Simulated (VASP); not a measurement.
# BN in VASP: notebook, part 2 of 2

VASP 6.6.1. The steps go on from the part before.

### Step 4. Single point, PBE (shear xy strain +4.2%)

The input, INCAR:

```
SYSTEM = BN
PREC = Accurate
ENCUT = 520
EDIFF = 1E-6
ISMEAR = -1
SIGMA = 0.02
LREAL = .False.
LASPH = .True.
NELM = 80
ALGO = Normal
ISIF = 2
LWAVE = .False.
LCHARG = .False.
GGA = PE
NBANDS = 16
```

The input, KPOINTS:

```
regular mesh
0
Gamma
  12 12 6
  0 0 0
```

The input, POSCAR:

```
BN
1.0
    2.5439500013      0.0538045425      0.0000000000
   -1.2253789000      2.1762230558      0.0000000000
    0.0000000000      0.0000000000      4.2078153363
B N
2 2
Direct
    0.3342935501      0.6668898710      0.0002644923
    0.6657064499      0.3331101290      0.5002644923
    0.3304259019      0.6670626532      0.3747355077
    0.6695740981      0.3329373468      0.8747355077
```

Potentials or basis: VASP PAW PBE potentials, release 64 (B, N).

Started as:

```sh
$ cat potpaw_PBE.64/B/POTCAR potpaw_PBE.64/N/POTCAR > POTCAR
$ mpirun -np 1 vasp_std > vasp.out
```

OUTCAR:

```text
SYSTEM = BN
   PREC = Accurate
   ENCUT = 520
   EDIFF = 1E-6
   ISMEAR = -1
   LREAL = .False.
   LASPH = .True.
   NELM = 80
   ISIF = 2
   GGA = PE

 ion  position               nearest neighbor table
   1  0.334  0.667  0.000-   4 1.54   4 1.56   3 1.58   4 1.58
   2  0.666  0.333  0.500-   3 1.54   3 1.56   4 1.58   3 1.58
   3  0.330  0.667  0.375-   2 1.54   2 1.56   1 1.58   2 1.58
   4  0.670  0.333  0.875-   1 1.54   1 1.56   2 1.58   1 1.58

  Warning from LATTYP: Monoclinic adjustment (A1->A3, A2->A1, A3->A2)!
  LATTYP: Found a simple monoclinic cell.
 ALAT       =     2.4974987962
 B/A-ratio  =     1.6848117575
 C/A-ratio  =     1.0188268857
 COS(beta)  =    -0.4721075731

  Lattice vectors:

 A1 = (  -1.2253789000,   2.1762230558,   0.0000000000)
 A2 = (   0.0000000000,   0.0000000000,   4.2078153363)
 A3 = (   2.5439500013,   0.0538045425,   0.0000000000)

Analysis of symmetry for initial positions (statically):
=====================================================================
 Subroutine PRICEL returns:
 Original cell was already a primitive cell.

 Routine SETGRP: Setting up the symmetry group for a
 simple monoclinic supercell.

 Subroutine GETGRP returns: Found  2 space group operations
 (whereof  1 operations were pure point group operations)
 out of a pool of  4 trial point group operations.

The static configuration has the point symmetry C_1 .
 The point group associated with its full space group is C_2 .

Analysis of symmetry for dynamics (positions and initial velocities):
=====================================================================
 Subroutine PRICEL returns:
 Original cell was already a primitive cell.

 Routine SETGRP: Setting up the symmetry group for a
 simple monoclinic supercell.

 Subroutine GETGRP returns: Found  2 space group operations
 (whereof  1 operations were pure point group operations)
 out of a pool of  4 trial point group operations.

The dynamic configuration has the point symmetry C_1 .
 The point group associated with its full space group is C_2 .

 Subroutine INISYM returns: Found  2 space group operations
 (whereof  1 operations are pure point group operations),
 and found     1 'primitive' translations

----------------------------------------------------------------------------------------

                                     Primitive cell

  volume of cell :      23.5727

  direct lattice vectors                    reciprocal lattice vectors
     2.543950001  0.053804542  0.000000000     0.388463256  0.218734323  0.000000000
    -1.225378900  2.176223056  0.000000000    -0.009604295  0.454103773  0.000000000
     0.000000000  0.000000000  4.207815336     0.000000000  0.000000000  0.237653015

  length of vectors
     2.544518921  2.497498796  4.207815336     0.445812074  0.454205327  0.237653015

  position of ions in fractional coordinates (direct lattice)
     0.334293550  0.666889871  0.000264492
     0.665706450  0.333110129  0.500264492
     0.330425902  0.667062653  0.374735508
     0.669574098  0.332937347  0.874735508

  ion indices of the primitive-cell ions
   primitive index   ion index
                 1           1
                 2           2
                 3           3
                 4           4

[... 29 lines left out ...]
  0.083333 -0.000000  0.000000      2.000000
  0.166667  0.000000  0.000000      2.000000
  0.250000  0.000000  0.000000      2.000000
  0.333333  0.000000  0.000000      2.000000
  0.416667  0.000000  0.000000      2.000000
[... 16 lines left out ...]
  0.250000  0.166667  0.000000      2.000000
  0.333333  0.166667  0.000000      2.000000
 [... further k-points ...]
   k-points           NKPTS =    296   k-points in BZ     NKDIM =    296   number of bands    NBANDS=     16
   number of dos      NEDOS =    301   number of ions     NIONS =      4
   total plane-waves  NPLWV =  12800
   dimension x,y,z NGX =    20 NGY =   20 NGZ =   32
   dimension x,y,z NGXF=    40 NGYF=   40 NGZF=   64
   ions per type =               2   2
   NGX,Y,Z   is equivalent  to a cutoff of  13.07, 13.31, 12.64 a.u.
   NGXF,Y,Z  is equivalent  to a cutoff of  26.13, 26.63, 25.29 a.u.
 SYSTEM =  BN
   PREC   = accura    normal or accurate (medium, high low for compatibility)
   ISTART =      0    job   : 0-new  1-cont  2-samecut
   ICHARG =      2    charge: 1-file 2-atom 10-const
   ISPIN  =      1    spin polarized calculation?
   LNONCOLLINEAR =      F non collinear calculations
   LSORBIT =      F    spin-orbit coupling
   LASPH  =      T    aspherical Exc in radial PAW
   ENCUT  =  520.0 eV  38.22 Ry    6.18 a.u.   4.73  4.64  7.82*2*pi/ulx,y,z
   NELM   =     80;   NELMIN=  2; NELMDL= -5     # of ELM steps
   EDIFF  = 0.1E-05   stopping-criterion for ELM
   LREAL  =      F    real-space projection
   EDIFFG = 0.1E-04   stopping-criterion for IOM
   NSW    =      0    number of steps for IOM
   IBRION =     -1    ionic relax: 0-MD 1-quasi-New 2-CG
   NFREE  =      0    steps in history (QN), initial steepest desc. (CG)
   ISIF   =      2    stress and relaxation
   ISYM   =      2    0-nonsym 1-usesym 2-fastsym
   POTIM  = 0.5000    time-step for ionic-motion
   TEBEG  =    0.0;   TEEND  =   0.0 temperature during run
   PSTRESS=    0.0 pullay stress
   NELECT =      16.0000    total number of electrons
   NUPDOWN=      -1.0000    fix difference up-down
   EMIN   =  10.00;   EMAX   =-10.00  energy-range for DOS
   EFERMI =   0.00;   METHOD = LEGACY
   ISMEAR =    -1;   SIGMA  =   0.02  broadening in eV -4-tet -1-fermi 0-gaus
   EFERMI_NEDOS =   21; number of points for ismear=-14 and -15
   IALGO  =     38    algorithm
   IMIX   =      4    mixing-type and parameters
     AMIX     =   0.40;   BMIX     =  1.00
     AMIX_MAG =   1.60;   BMIX_MAG =  1.00
  volume/ion in A,a.u.               =       5.89        39.77
  Fermi-wavevector in a.u.,A,eV,Ry     =   1.438726  2.718798 28.163144  2.069933
  Thomas-Fermi vector in A             =   2.557661
   LORBIT       =      0    0 simple, 1 ext, 2 COOP (PROOUT), +10 PAW based schemes
   GGA     = PE    functional components
   LHFCALC =     F    Hartree Fock is set to
   AEXX    =    0.0000 exact exchange contribution
   IVDW    =     0    specifies the selected vdW correction
   LEPSILON=     F    determine dielectric tensor
   LRPA    =     F    only Hartree local field effects (RPA)
 non-spin polarized calculation
  energy-cutoff  :      520.00
  volume of cell :       23.57
 maximum number of plane-waves:       648
   NGX =  9   NGY =  9   NGZ = 15

 number of electron      15.9999997 magnetization

 Free energy of the ion-electron system (eV)
  ---------------------------------------------------
  ext. energy  EPLUGINS =         0.00000000
  ---------------------------------------------------
  free energy    TOTEN  =       -34.77358151 eV

  energy without entropy =      -34.77358151  energy(sigma->0) =      -34.77358151

 E-fermi :   8.1133     XC(G=0): -12.8247

 val. band max:        7.7496030522   @ k =   0.0000   0.0000   0.0000
 cond. band min:      12.7754918851   @ k =   0.3333   0.3333   0.0000
 fundamental gap:      5.0258888329
 Fermi energy:         8.1132554260

 k-point     1 :       0.0000    0.0000    0.0000
  band No.  band energies     occupation
      1     -12.8459      2.00000
      2      -8.6845      2.00000
      3      -3.3549      2.00000
      4       5.2654      2.00000
      5       5.6544      2.00000
      6       7.3176      2.00000
[... 433 lines left out ...]
      3      -1.4464      2.00000
      4       0.1309      2.00000
      5       0.5436      2.00000
      6       1.7005      2.00000
[... 8 lines left out ...]
     15      23.3108      0.00000
     16      24.1905      0.00000

 [... further k-points ...]

------------------------ aborting loop because EDIFF is reached ----------------------------------------

  FORCE on cell =-STRESS in cart. coord.  units (eV):
  Direction    XX          YY          ZZ          XY          YZ          ZX
  --------------------------------------------------------------------------------------
  -------------------------------------------------------------------------------------
  Total        0.7854081      0.9044573      0.6993716     -2.5454541      0.0000000      0.0000000
  in kB       53.3821182     61.4735801     47.5344442   -173.0078131      0.0000000      0.0000000
  external PRESSURE =      54.1300475 kB  Pullay stress =       0.0000000 kB

 VOLUME and BASIS-vectors are now :
 -----------------------------------------------------------------------------
  energy-cutoff  :      520.00
  volume of cell :       23.57
      direct lattice vectors                 reciprocal lattice vectors
     2.543950001  0.053804542  0.000000000     0.388463256  0.218734323  0.000000000
    -1.225378900  2.176223056  0.000000000    -0.009604295  0.454103773  0.000000000
     0.000000000  0.000000000  4.207815336     0.000000000  0.000000000  0.237653015

 POSITION                                       TOTAL-FORCE (eV/Angst)
 -----------------------------------------------------------------------------------
      0.03323      1.46929      0.00111        -0.039777     -0.001129      0.009727
      1.28534      0.76074      2.10502         0.039777      0.001129      0.009727
      0.02318      1.46946      1.57682        -0.035514     -0.001017     -0.009727
      1.29539      0.76057      3.68073         0.035514      0.001017     -0.009727
 -----------------------------------------------------------------------------------
    total drift:                                0.000000      0.000000     -0.000155

  FREE ENERGIE OF THE ION-ELECTRON SYSTEM (eV)
  ---------------------------------------------------
  free  energy   TOTEN  =       -34.7735815103 eV

  energy  without entropy=      -34.7735815103  energy(sigma->0) =      -34.77358151
```

OSZICAR:

```text
N       E                     dE             d eps       ncg     rms          rms(c)
DAV:   1     0.378175946179E+02    0.37818E+02   -0.83052E+03  9480   0.973E+02
DAV:   2    -0.344821054751E+02   -0.72300E+02   -0.67865E+02 13432   0.229E+02
DAV:   3    -0.367280747478E+02   -0.22460E+01   -0.22410E+01 10976   0.371E+01
DAV:   4    -0.367333888522E+02   -0.53141E-02   -0.53137E-02 11448   0.206E+00
DAV:   5    -0.367334033141E+02   -0.14462E-04   -0.14462E-04 10760   0.988E-02    0.952E+00
DAV:   6    -0.349413242744E+02    0.17921E+01   -0.22435E+00 12040   0.137E+01    0.453E+00
DAV:   7    -0.348023617984E+02    0.13896E+00   -0.32548E-01 12224   0.460E+00    0.276E+00
DAV:   8    -0.347745165915E+02    0.27845E-01   -0.53919E-02 11472   0.190E+00    0.260E-01
DAV:   9    -0.347733001853E+02    0.12164E-02   -0.20123E-03 10920   0.532E-01    0.137E-01
DAV:  10    -0.347735721908E+02   -0.27201E-03   -0.48934E-04 11424   0.175E-01    0.261E-02
DAV:  11    -0.347735796044E+02   -0.74137E-05   -0.31853E-05 11720   0.547E-02    0.148E-02
DAV:  12    -0.347735814087E+02   -0.18042E-05   -0.56405E-06 11320   0.236E-02    0.207E-03
DAV:  13    -0.347735815103E+02   -0.10163E-06   -0.19264E-07  4848   0.498E-03
   1 F= -.34773582E+02 E0= -.34773582E+02  d E =-.112898E-10
```

It took 34 s on 1 thread of AMD EPYC 9R45 (Zen 5), shared host; peak memory 0.17 GiB.

Results:

```yaml
Free_energy: -34.7736 eV
Pressure: 5.4 GPa
Largest_force: 0.041 eV/Å
Band_gap_on_the_k_mesh: 5.03 eV (least direct gap 7.70 eV)
```

Forces in eV/Å, atoms in the order of the input:
```
B   -0.040 -0.001  0.010
B    0.040  0.001  0.010
N   -0.036 -0.001 -0.010
N    0.036  0.001 -0.010
```

Caveat: the cell differs from its parent crystal (shear xy strain +4.2%); the cell stands under pressure. A k mesh can miss the band edges.

### Step 5. Single point, r2SCAN (shear xy strain +4.2%)

POSCAR is that of step 4.

The input, INCAR.step1:

```
PREC = Accurate ; ENCUT = 520
ISMEAR = 0 ; SIGMA = 0.01
LREAL = F ; LASPH = T
NELM = 80 ; NBANDS = 16
GGA = PE ; ALGO = Normal
EDIFF = 1E-4 ; LWAVE = T
LCHARG = F
```

The input, INCAR.step2:

```
PREC = Accurate ; ENCUT = 520
EDIFF = 1E-7 ; ISMEAR = 0
SIGMA = 0.01 ; LREAL = F
LASPH = T ; NELM = 80
ALGO = Normal ; ISIF = 2
LWAVE = F ; LCHARG = T
METAGGA = R2SCAN ; LMIXTAU = T
LELF = T ; LVHAR = T
NBANDS = 16 ; ISTART = 1
```

The input, KPOINTS:

```
Automatic mesh
0
Gamma
  12 12 6
```

Potentials or basis: VASP PAW PBE potentials, release 64 (B, N).

Started as:

```sh
$ cat potpaw_PBE.64/B/POTCAR potpaw_PBE.64/N/POTCAR > POTCAR
$ cp INCAR.step1 INCAR
$ mpirun -np 1 vasp_std > vasp.out
$ cp INCAR.step2 INCAR
$ mpirun -np 1 vasp_std > vasp.out
```

OUTCAR:

```text
PREC = Accurate
   ENCUT = 520
   EDIFF = 1E-7
   ISMEAR = 0
   LREAL = F
   LASPH = T
   NELM = 80
   ISIF = 2
   METAGGA = R2SCAN
   ISTART = 1

 ion  position               nearest neighbor table
   1  0.334  0.667  0.000-   4 1.54   4 1.56   3 1.58   4 1.58
   2  0.666  0.333  0.500-   3 1.54   3 1.56   4 1.58   3 1.58
   3  0.330  0.667  0.375-   2 1.54   2 1.56   1 1.58   2 1.58
   4  0.670  0.333  0.875-   1 1.54   1 1.56   2 1.58   1 1.58

  Warning from LATTYP: Monoclinic adjustment (A1->A3, A2->A1, A3->A2)!
[... 660 lines left out ...]
  Direction    XX          YY          ZZ          XY          YZ          ZX
  --------------------------------------------------------------------------------------
  -------------------------------------------------------------------------------------
  Total        0.2168494      0.3455354      0.1461229     -2.6251984      0.0000000      0.0000000
  in kB       14.7386839     23.4851313      9.9315870   -178.4278224      0.0000000      0.0000000
  external PRESSURE =      16.0518007 kB  Pullay stress =       0.0000000 kB

 VOLUME and BASIS-vectors are now :
 -----------------------------------------------------------------------------
  energy-cutoff  :      520.00
  volume of cell :       23.57
      direct lattice vectors                 reciprocal lattice vectors
     2.543950001  0.053804542  0.000000000     0.388463256  0.218734323  0.000000000
    -1.225378900  2.176223056  0.000000000    -0.009604295  0.454103773  0.000000000
     0.000000000  0.000000000  4.207815336     0.000000000  0.000000000  0.237653015

 POSITION                                       TOTAL-FORCE (eV/Angst)
 -----------------------------------------------------------------------------------
      0.03323      1.46929      0.00111        -0.007650     -0.000441      0.003103
      1.28534      0.76074      2.10502         0.007650      0.000441      0.003103
      0.02318      1.46946      1.57682        -0.007864     -0.000266     -0.003103
      1.29539      0.76057      3.68073         0.007864      0.000266     -0.003103
 -----------------------------------------------------------------------------------
    total drift:                                0.000000      0.000000     -0.002203

  FREE ENERGIE OF THE ION-ELECTRON SYSTEM (eV)
  ---------------------------------------------------
  free  energy   TOTEN  =       -38.2106069256 eV

  energy  without entropy=      -38.2106069256  energy(sigma->0) =      -38.21060693
```

OUTCAR.step1:

```text
PREC = Accurate
   ENCUT = 520
   ISMEAR = 0
   LREAL = F
[... 690 lines left out ...]
      0.03323      1.46929      0.00111        -0.039494     -0.001116      0.009629
      1.28534      0.76074      2.10502         0.039494      0.001116      0.009629
      0.02318      1.46946      1.57682        -0.035138     -0.000970     -0.009629
      1.29539      0.76057      3.68073         0.035138      0.000970     -0.009629
 -----------------------------------------------------------------------------------
    total drift:                                0.000000      0.000000     -0.000088

  FREE ENERGIE OF THE ION-ELECTRON SYSTEM (eV)
  ---------------------------------------------------
  free  energy   TOTEN  =       -34.7735793087 eV

  energy  without entropy=      -34.7735793087  energy(sigma->0) =      -34.77357931
```

It took 2.5 min on 1 thread of AMD EPYC 9R45 (Zen 5), shared host; peak memory 0.17 GiB.

Results:

```yaml
Free_energy: -38.2106 eV
Pressure: 1.6 GPa
Largest_force: 0.008 eV/Å
Band_gap_on_the_k_mesh: 5.55 eV (least direct gap 8.37 eV)
```

Forces on the atoms (eV/Å):
```
B   -0.008  0.000  0.003
B    0.008  0.000  0.003
N   -0.008  0.000 -0.003
N    0.008  0.000 -0.003
```

Caveat: the cell differs from its parent crystal (shear xy strain +4.2%); the PAW data sets were made with another functional, which shifts forces and pressure a little.

### Step 6. The runs side by side

| level | cell | smearing | gap on the mesh (eV) | pressure (GPa) | largest force (eV/Å) |
| --- | --- | --- | --- | --- | --- |
| PBE | a = 2.661, b = 2.574, c = 4.208 Å, angles 90.0, 90.0, 121.1°, 4 atoms, uniaxial x strain +4.6% | fermi-dirac 0.02 eV | 5.20 | -10.6 | 0.05 |
| r2SCAN | a = 2.661, b = 2.574, c = 4.208 Å, angles 90.0, 90.0, 121.1°, 4 atoms, uniaxial x strain +4.6% | gaussian 0.01 eV | 5.73 | -14.6 | 0.01 |
| PBE | a = 2.545, b = 2.497, c = 4.208 Å, angles 90.0, 90.0, 118.2°, 4 atoms, shear xy strain +4.2% | fermi-dirac 0.02 eV | 5.03 | 5.4 | 0.04 |
| r2SCAN | a = 2.545, b = 2.497, c = 4.208 Å, angles 90.0, 90.0, 118.2°, 4 atoms, shear xy strain +4.2% | gaussian 0.01 eV | 5.55 | 1.6 | 0.01 |

Alike in all rows: task single point; potentials or basis VASP PAW PBE potentials, release 64 (B, N); no spin polarisation; k mesh 12 × 12 × 6; cutoff (eV) 520.

Caveats: the cell stands under tension (at least some runs); the PAW data sets were made with another functional, which shifts forces and pressure a little (at least some runs); the cell stands under pressure (at least some runs).

Absolute energies hang on the potentials; compare differences alone.
